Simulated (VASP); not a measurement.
# Zn7O8 (a cell with a defect) in VASP: a series of runs

Zn7O8 (a cell with a defect) is run at these levels: PBE; tasks: single point.

Everything below comes from runs of VASP 6.6.1. Logs are shortened: lines on timing, memory, paths and dates and some standing lists are left out, and cuts for length are marked.

## 1. The cell of the first run

The cell holds a defect, 15 atoms: a = 6.499 Å, b = 5.628 Å, c = 5.204 Å, α = 90.00°, β = 90.00°, γ = 90.00°.

## 2. Single point, PBE

Input file INCAR:

```
SYSTEM = Zn7O8
PREC = Accurate
ENCUT = 520
EDIFF = 1E-6
ISMEAR = 0
SIGMA = 0.02
LREAL = Auto
LASPH = .TRUE.
NELM = 80
ALGO = Normal
ISIF = 2
LWAVE = .FALSE.
LCHARG = .FALSE.
GGA = PE
NBANDS = 79
```

Input file KPOINTS:

```
Automatic mesh
0
G
  2 2 2
  0 0 0
```

Input file POSCAR:

```
Zn7O8
1.0
   -3.2494000000     -5.6281260000      0.0000000000
    4.8741000000     -2.8140630000      0.0000000000
    0.0000000000      0.0000000000      5.2038000000
Zn O
7 8
Direct
    0.5000000543      0.3423916572      0.0004673508
    0.2564259307      0.8295850350      0.0055357623
    0.2544815677      0.1654915587      0.4978386948
   -0.0000000018      0.3307353140      0.0024983666
   -0.0000000483      0.6687431204      0.5040064953
    0.7435740429      0.8295850506      0.0055357623
    0.7455185052      0.1654916458      0.4978386948
    0.4999999758      0.3058798386      0.3690956609
    0.5000000510      0.6680343378      0.8986609785
    0.2281725687      0.8460731098      0.3733932895
    0.2502128822      0.1661971932      0.8794192705
   -0.0000000069      0.3365720805      0.3859225950
    0.0000000296      0.6662828207      0.8837743572
    0.7718274138      0.8460731209      0.3733932895
    0.7497871887      0.1661971422      0.8794192705
```

Potentials or basis: VASP PAW PBE potentials, release 64 (Zn, O).

Command:

```bash
$ cat potpaw_PBE.64/Zn/POTCAR potpaw_PBE.64/O/POTCAR > POTCAR
$ mpirun -np 1 vasp_std > vasp.out
```

OUTCAR:

```text
SYSTEM = Zn7O8
   PREC = Accurate
   ENCUT = 520
   EDIFF = 1E-6
   ISMEAR = 0
   LREAL = Auto
   LASPH = .TRUE.
   NELM = 80
   ISIF = 2
   GGA = PE

 ion  position               nearest neighbor table
   1  0.500  0.342  0.000-   9 1.91   8 1.93  15 2.00  11 2.00
   2  0.256  0.830  0.006-   9 1.91  10 1.93  11 2.01  13 2.01
   3  0.254  0.165  0.498-   8 1.90  10 1.92  11 1.99  12 2.00
   4  1.000  0.331  0.002-  15 1.98  11 1.98  13 1.99  12 2.00
   5  1.000  0.669  0.504-  14 1.91  10 1.91  12 1.97  13 1.98
   6  0.744  0.830  0.006-   9 1.91  14 1.93  15 2.01  13 2.01
   7  0.746  0.165  0.498-   8 1.90  14 1.92  15 1.99  12 2.00
   8  0.500  0.306  0.369-   3 1.90   7 1.90   1 1.93
   9  0.500  0.668  0.899-   1 1.91   6 1.91   2 1.91
  10  0.228  0.846  0.373-   5 1.91   3 1.92   2 1.93
  11  0.250  0.166  0.879-   4 1.98   3 1.99   1 2.00   2 2.01
  12  1.000  0.337  0.386-   5 1.97   4 2.00   7 2.00   3 2.00
  13  0.000  0.666  0.884-   5 1.98   4 1.99   2 2.01   6 2.01
  14  0.772  0.846  0.373-   5 1.91   7 1.92   6 1.93
  15  0.750  0.166  0.879-   4 1.98   7 1.99   1 2.00   6 2.01

  LATTYP: Found a simple orthorhombic cell.
 ALAT       =     5.2038000000
 B/A-ratio  =     1.0815415505
 C/A-ratio  =     1.2488566224

  Lattice vectors:

 A1 = (   0.0000000000,   0.0000000000,  -5.2038000000)
 A2 = (   4.8741000000,  -2.8140630000,   0.0000000000)
 A3 = (  -3.2494000000,  -5.6281260000,   0.0000000000)

Analysis of symmetry for initial positions (statically):
=====================================================================
 Subroutine PRICEL returns:
 Original cell was already a primitive cell.

 Routine SETGRP: Setting up the symmetry group for a
 simple orthorhombic supercell.

 Subroutine GETGRP returns: Found  2 space group operations
 (whereof  2 operations were pure point group operations)
 out of a pool of  8 trial point group operations.

The static configuration has the point symmetry C_1h.

Analysis of symmetry for dynamics (positions and initial velocities):
=====================================================================
 Subroutine PRICEL returns:
 Original cell was already a primitive cell.

 Routine SETGRP: Setting up the symmetry group for a
 simple orthorhombic supercell.

 Subroutine GETGRP returns: Found  2 space group operations
 (whereof  2 operations were pure point group operations)
[... 126 lines left out ...]
   ISMEAR =     0;   SIGMA  =   0.02  broadening in eV -4-tet -1-fermi 0-gaus
   EFERMI_NEDOS =   21; number of points for ismear=-14 and -15
   IALGO  =     38    algorithm
   IMIX   =      4    mixing-type and parameters
     AMIX     =   0.40;   BMIX     =  1.00
     AMIX_MAG =   1.60;   BMIX_MAG =  1.00
  volume/ion in A,a.u.               =      12.69        85.63
  Fermi-wavevector in a.u.,A,eV,Ry     =   1.449084  2.738372 28.570125  2.099845
  Thomas-Fermi vector in A             =   2.566851
   LORBIT       =      0    0 simple, 1 ext, 2 COOP (PROOUT), +10 PAW based schemes
   GGA     = PE    functional components
   LHFCALC =     F    Hartree Fock is set to
   AEXX    =    0.0000 exact exchange contribution
   IVDW    =     0    specifies the selected vdW correction
   LEPSILON=     F    determine dielectric tensor
   LRPA    =     F    only Hartree local field effects (RPA)
 non-spin polarized calculation
 Gauss-broadening in eV      SIGMA  =   0.02
  energy-cutoff  :      520.00
  volume of cell :      190.33
 maximum number of plane-waves:      5148
   NGX = 25   NGY = 21   NGZ = 19

 number of electron     132.0000000 magnetization

 Free energy of the ion-electron system (eV)
  ---------------------------------------------------
  ext. energy  EPLUGINS =         0.00000000
  ---------------------------------------------------
  free energy    TOTEN  =       -64.94034369 eV

  energy without entropy =      -64.93652825  energy(sigma->0) =      -64.93843597

 E-fermi :   0.1505     XC(G=0): -10.3691

 val. band max:        0.1413408402   @ k =  -0.0000   0.5000   0.0000
 cond. band min:       0.1509727794   @ k =   0.5000   0.5000   0.0000
 fundamental gap:      0.0096319393
 Fermi energy:         0.1505391179

 k-point     1 :       0.0000    0.0000    0.0000
  band No.  band energies     occupation
      1     -17.5774      2.00000
      2     -16.9754      2.00000
      3     -16.9670      2.00000
      4     -16.9322      2.00000
      5     -16.7008      2.00000
      6     -16.5337      2.00000
[... 637 lines left out ...]
     77       9.6341      0.00000
     78       9.8061      0.00000
 [bands above 78 left out]

------------------------ aborting loop because EDIFF is reached ----------------------------------------

  FORCE on cell =-STRESS in cart. coord.  units (eV):
  Direction    XX          YY          ZZ          XY          YZ          ZX
  --------------------------------------------------------------------------------------
  -------------------------------------------------------------------------------------
  Total        3.7949168      3.6593011      5.0711605     -0.1174468      0.0300259     -0.0520062
  in kB       31.9444388     30.8028673     42.6874647     -0.9886309      0.2527485     -0.4377720
  external PRESSURE =      35.1449236 kB  Pullay stress =       0.0000000 kB

 VOLUME and BASIS-vectors are now :
 -----------------------------------------------------------------------------
  energy-cutoff  :      520.00
  volume of cell :      190.33
      direct lattice vectors                 reciprocal lattice vectors
    -3.249400000 -5.628126000  0.000000000    -0.076937281 -0.133259277  0.000000000
     4.874100000 -2.814063000  0.000000000     0.153874561 -0.088839518  0.000000000
     0.000000000  0.000000000  5.203800000     0.000000000  0.000000000  0.192167262

 POSITION                                       TOTAL-FORCE (eV/Angst)
 -----------------------------------------------------------------------------------
      0.04415     -3.77757      0.00243        -0.015980      0.009226     -0.022816
      3.21025     -3.77770      0.02881         0.018795      0.010204     -0.023720
     -0.02029     -1.89796      2.59065         0.025887      0.008333      0.025591
     -1.63736     -6.55884      0.01300         0.003423     -0.001976      0.002176
      0.01012     -7.51001      2.62275        -0.028699      0.016569      0.028297
      1.62731     -6.51943      0.02881         0.000561     -0.021380     -0.023720
     -1.61587     -4.66158      2.59065         0.005727     -0.026585      0.025591
     -0.13381     -3.67483      1.92070         0.052470     -0.030294      0.011643
      1.63137     -4.69395      4.67645        -0.003677      0.002123     -0.064259
      3.38242     -3.66509      1.94306        -0.043682     -0.019111      0.015992
     -0.00298     -1.87592      4.57632        -0.007550     -0.000118      0.001434
     -1.60891     -6.57526      2.00826        -0.006960      0.004019      0.003621
      3.24753     -1.87496      4.59898         0.008647     -0.004992      0.002745
      1.61587     -6.72484      1.94306        -0.005290      0.047385      0.015992
     -1.62630     -4.68759      4.57632        -0.003673      0.006597      0.001434
 -----------------------------------------------------------------------------------
    total drift:                                0.003656     -0.001251     -0.005787

  FREE ENERGIE OF THE ION-ELECTRON SYSTEM (eV)
  ---------------------------------------------------
  free  energy   TOTEN  =       -64.9403436924 eV

  energy  without entropy=      -64.9365282546  energy(sigma->0) =      -64.93843597
```

OSZICAR:

```text
N       E                     dE             d eps       ncg     rms          rms(c)
DAV:   1     0.166047895974E+04    0.16605E+04   -0.61458E+04  1264   0.236E+03
DAV:   2     0.266215966628E+03   -0.13943E+04   -0.13252E+04  1264   0.616E+02
DAV:   3    -0.488189346431E+02   -0.31503E+03   -0.30537E+03  1375   0.245E+02
[... 12 lines left out ...]
DAV:  16    -0.649403019802E+02   -0.52656E-04   -0.44686E-04  1464   0.261E-01    0.410E-02
DAV:  17    -0.649403302735E+02   -0.28293E-04   -0.12834E-04  1624   0.102E-01    0.175E-02
DAV:  18    -0.649403372793E+02   -0.70058E-05   -0.25072E-05  1488   0.586E-02    0.104E-02
DAV:  19    -0.649403423726E+02   -0.50933E-05   -0.11942E-05  1513   0.366E-02    0.593E-03
DAV:  20    -0.649403435460E+02   -0.11734E-05   -0.48825E-06  1376   0.298E-02    0.343E-03
DAV:  21    -0.649403436924E+02   -0.14641E-06   -0.77262E-07   779   0.128E-02
   1 F= -.64940344E+02 E0= -.64938436E+02  d E =-.381544E-02
```

stdout:

```text
POSCAR found type information on POSCAR ZnO
 POSCAR found :  2 types and      15 ions
 scaLAPACK will be used
 LDA part: xc-table for (Slater+PW92), standard interpolation
 POSCAR, INCAR and KPOINTS ok, starting setup
 FFT: planning ... GRIDC
 FFT: planning ... GRID_SOFT
 FFT: planning ... GRID
 WAVECAR not read
 entering main loop
```

Run time: 2.8 min. Hardware: 1 thread of Intel Xeon Platinum 8488C (Sapphire Rapids), shared host; peak memory 0.3 GiB.

Results:

| Quantity | Value |
| --- | --- |
| Free energy | -64.9403 eV |
| Pressure | 3.5 GPa |
| Largest force | 0.064 eV/Å |
| Band gap on the k mesh | zero (band 66 reaches 0.44 eV, above the bottom of band 67 at 0.02 eV) |

Forces on the atoms (eV/Å):
```
Zn  -0.016  0.009 -0.023
Zn   0.019  0.010 -0.024
Zn   0.026  0.008  0.026
Zn   0.003 -0.002  0.002
Zn  -0.029  0.017  0.028
Zn   0.001 -0.021 -0.024
Zn   0.006 -0.027  0.026
O    0.052 -0.030  0.012
O   -0.004  0.002 -0.064
O   -0.044 -0.019  0.016
O   -0.008  0.000  0.001
O   -0.007  0.004  0.004
O    0.009 -0.005  0.003
O   -0.005  0.047  0.016
O   -0.004  0.007  0.001
```

Stress tensor (GPa, compression positive):
```
 3.19 -0.10 -0.04
-0.10  3.08  0.03
-0.04  0.03  4.27
```

Caveat: the k points lie up to 0.60 Å⁻¹ apart.

## 3. Single point, PBE

Input file INCAR:

```
PREC = Accurate
ENCUT = 520
EDIFF = 1E-6
ISMEAR = 0
SIGMA = 0.02
LREAL = Auto
LASPH = T
NELM = 60
ALGO = Normal
ISIF = 2
LWAVE = F
LCHARG = T
GGA = PE
LELF = T
LVHAR = T
NBANDS = 79
```

Input file KPOINTS:

```
Automatic mesh
0
Gamma
  2 2 2
```

POSCAR is that of step 2.

Potentials or basis: VASP PAW PBE potentials, release 64 (Zn, O).

Command:

```bash
$ cat potpaw_PBE.64/Zn/POTCAR potpaw_PBE.64/O/POTCAR > POTCAR
$ mpirun -np 1 vasp_std > vasp.out
```

OUTCAR:

```text
PREC = Accurate
   ENCUT = 520
   EDIFF = 1E-6
   ISMEAR = 0
   LREAL = Auto
   LASPH = T
   NELM = 60
   ISIF = 2
   GGA = PE

 ion  position               nearest neighbor table
   1  0.500  0.342  0.000-   9 1.91   8 1.93  15 2.00  11 2.00
   2  0.256  0.830  0.006-   9 1.91  10 1.93  11 2.01  13 2.01
   3  0.254  0.165  0.498-   8 1.90  10 1.92  11 1.99  12 2.00
   4  1.000  0.331  0.002-  15 1.98  11 1.98  13 1.99  12 2.00
[... 874 lines left out ...]
  energy-cutoff  :      520.00
  volume of cell :      190.33
      direct lattice vectors                 reciprocal lattice vectors
    -3.249400000 -5.628126000  0.000000000    -0.076937281 -0.133259277  0.000000000
     4.874100000 -2.814063000  0.000000000     0.153874561 -0.088839518  0.000000000
     0.000000000  0.000000000  5.203800000     0.000000000  0.000000000  0.192167262

 POSITION                                       TOTAL-FORCE (eV/Angst)
 -----------------------------------------------------------------------------------
      0.04415     -3.77757      0.00243        -0.015980      0.009226     -0.022816
      3.21025     -3.77770      0.02881         0.018795      0.010204     -0.023720
     -0.02029     -1.89796      2.59065         0.025887      0.008333      0.025591
     -1.63736     -6.55884      0.01300         0.003423     -0.001976      0.002176
      0.01012     -7.51001      2.62275        -0.028699      0.016569      0.028297
      1.62731     -6.51943      0.02881         0.000561     -0.021380     -0.023720
     -1.61587     -4.66158      2.59065         0.005727     -0.026585      0.025591
     -0.13381     -3.67483      1.92070         0.052470     -0.030294      0.011643
      1.63137     -4.69395      4.67645        -0.003677      0.002123     -0.064259
      3.38242     -3.66509      1.94306        -0.043682     -0.019111      0.015992
     -0.00298     -1.87592      4.57632        -0.007550     -0.000118      0.001434
     -1.60891     -6.57526      2.00826        -0.006960      0.004019      0.003621
      3.24753     -1.87496      4.59898         0.008647     -0.004992      0.002745
      1.61587     -6.72484      1.94306        -0.005290      0.047385      0.015992
     -1.62630     -4.68759      4.57632        -0.003673      0.006597      0.001434
 -----------------------------------------------------------------------------------
    total drift:                                0.003656     -0.001251     -0.005787

  FREE ENERGIE OF THE ION-ELECTRON SYSTEM (eV)
  ---------------------------------------------------
  free  energy   TOTEN  =       -64.9403436924 eV

  energy  without entropy=      -64.9365282546  energy(sigma->0) =      -64.93843597
```

It took 3.3 min on 1 thread of Intel Xeon Platinum 8488C (Sapphire Rapids), shared host; peak memory 0.3 GiB.

Results:

```
Free energy            : -64.9403 eV
Pressure               : 3.5 GPa
Largest force          : 0.064 eV/Å
Band gap on the k mesh : zero (band 66 reaches 0.44 eV, above the bottom of band 67 at 0.02 eV)
```

Forces on the atoms (eV/Å):
```
Zn  -0.016  0.009 -0.023
Zn   0.019  0.010 -0.024
Zn   0.026  0.008  0.026
Zn   0.003 -0.002  0.002
Zn  -0.029  0.017  0.028
Zn   0.001 -0.021 -0.024
Zn   0.006 -0.027  0.026
O    0.052 -0.030  0.012
O   -0.004  0.002 -0.064
O   -0.044 -0.019  0.016
O   -0.008  0.000  0.001
O   -0.007  0.004  0.004
O    0.009 -0.005  0.003
O   -0.005  0.047  0.016
O   -0.004  0.007  0.001
```

Caveat: the k points lie up to 0.60 Å⁻¹ apart.

## 4. Single point, PBE

Input file INCAR:

```
PREC     = Accurate       # precision mode
ENCUT    = 520            # plane-wave cutoff, eV
EDIFF    = 1E-7           # SCF threshold, eV
ISMEAR   = 0              # smearing method
SIGMA    = 0.02           # smearing width, eV
LREAL    = Auto         
LASPH    = T              # aspherical terms in the spheres
NELM     = 60             # most SCF steps
ALGO     = Normal         # electronic algorithm
ISIF     = 2              # what is computed and relaxed
LWAVE    = F              # write WAVECAR
LCHARG   = F              # write CHGCAR
GGA      = PE             # functional
NBANDS   = 79             # bands
```

KPOINTS is that of step 3.

Input file POSCAR:

```
Zn7O8
1.0
   -3.2494000000     -5.6281260000      0.0000000000
    4.8741000000     -2.8140630000      0.0000000000
    0.0000000000      0.0000000000      5.2038000000
Zn O
7 8
Direct
    0.4955126470      0.3351861982     -0.0029887716
    0.4932111275      0.6708441751      0.5050893277
    0.2499504109      0.1581308937      0.4990780930
    0.0044272850      0.3349964871     -0.0025891781
    0.0056850317      0.6707497289      0.5054562951
    0.7495533520      0.8323501201      0.0037893709
    0.7497755206      0.1700521036      0.5017499910
    0.4995769437      0.3345741384      0.3785735916
    0.5217468477      0.6545368595      0.8726692418
    0.2494402004      0.8321063390      0.3979713037
    0.2499773704      0.1947940664      0.8676076518
    0.0000368317      0.3344280971      0.3787241984
   -0.0224616849      0.6543959641      0.8734766623
    0.7494150344      0.8343418249      0.3834217374
    0.7498962818      0.1643785039      0.8851840848
```

Command:

```bash
$ cat potpaw_PBE.64/Zn/POTCAR potpaw_PBE.64/O/POTCAR > POTCAR
$ mpirun -np 1 vasp_std > vasp.out
```

Run time: 2.6 min. Hardware: 1 thread of Intel Xeon 6975P-C (Granite Rapids), shared host; peak memory 0.3 GiB.

Results (log left out):

```
Free energy            : -64.9402 eV
Pressure               : 3.5 GPa
Largest force          : 0.061 eV/Å
Band gap on the k mesh : zero (band 66 reaches 0.44 eV, above the bottom of band 67 at 0.03 eV)
```

Forces on the atoms (eV/Å):
```
Zn  -0.020  0.009  0.021
Zn  -0.001 -0.004 -0.031
Zn   0.006  0.004 -0.021
Zn  -0.019  0.014  0.010
Zn   0.005  0.003 -0.022
Zn   0.020 -0.012  0.020
Zn  -0.008  0.005  0.006
O   -0.006  0.003 -0.003
O    0.053  0.016  0.026
O    0.011 -0.006 -0.055
O   -0.036  0.027  0.040
O   -0.002  0.000  0.006
O    0.013 -0.056 -0.003
O   -0.005 -0.006  0.004
O   -0.010  0.005  0.002
```

Stress tensor (GPa, compression positive):
```
 3.18 -0.12  0.02
-0.12  3.06 -0.01
 0.02 -0.01  4.30
```

Levels at points of the mesh, in eV from the Fermi level:
```csv
k point,band 64,band 65,band 66,band 67,band 68,band 69
"(0.00, 0.00, 0.00)",-0.33,0.26,0.29,0.30,1.78,6.09
"(0.50, 0.00, 0.00)",-0.14,-0.03,-0.01,0.11,3.45,3.98
"(0.00, 0.50, 0.00)",-0.22,-0.15,-0.01,0.11,3.80,4.33
"(0.50, 0.50, 0.00)",-0.37,-0.27,-0.18,0.00,4.78,5.05
"(0.00, 0.00, 0.50)",-0.19,-0.19,0.05,0.09,3.95,4.63
"(0.50, 0.00, 0.50)",-0.44,-0.33,-0.25,-0.05,5.06,5.19
"(0.00, 0.50, 0.50)",-0.67,-0.54,-0.20,-0.08,5.22,5.38
"(0.50, 0.50, 0.50)",-0.70,-0.50,-0.21,-0.13,5.76,6.00
```

Caveat: the k points lie up to 0.60 Å⁻¹ apart.
